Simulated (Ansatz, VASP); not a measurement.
## Two plane-wave programs on TiAl

```
Ti Al
1.0
     2.95328    0.00000    0.00000
    -1.47664    2.55762    0.00000
     0.00000    0.00000    4.60791
Ti Al
1 1
Cartesian
  0.0000 0.0000 0.0000
  0.0000 1.7051 2.3040
```

Change from the starting cell: strain +0.030 along x and y, -0.015 along z, atoms carried along.

Alike in both runs: task single point; functional PBEsol; k mesh 18 × 18 × 10; occupations gaussian, width 0.15 eV; no spin polarisation.

|  | VASP | Ansatz |
| --- | --- | --- |
| version | VASP 6.6.1 | Ansatz 0.2.0 |
| potentials or method | VASP PAW PBE potentials, release 64 (Ti_sv, Al), cutoff 520 eV | scalar-relativistic, plane waves, PAW |
| valence electrons in the cell | 15 | 15 |

```tsv
	VASP	Ansatz	Ansatz less VASP
gap on the k mesh at the Fermi level (eV)	none	none	-
pressure (GPa)	-6.4	-6.4	-0.01
traceless stress, the component that is largest in VASP (GPa)	2.20	2.15	-0.053
```

VASP's potentials were made for PBE, not for PBEsol. A gap of «none» marks a metal or a gap that the smearing closes. The functional is the same, so the differences come from potentials, cutoffs and numerics.
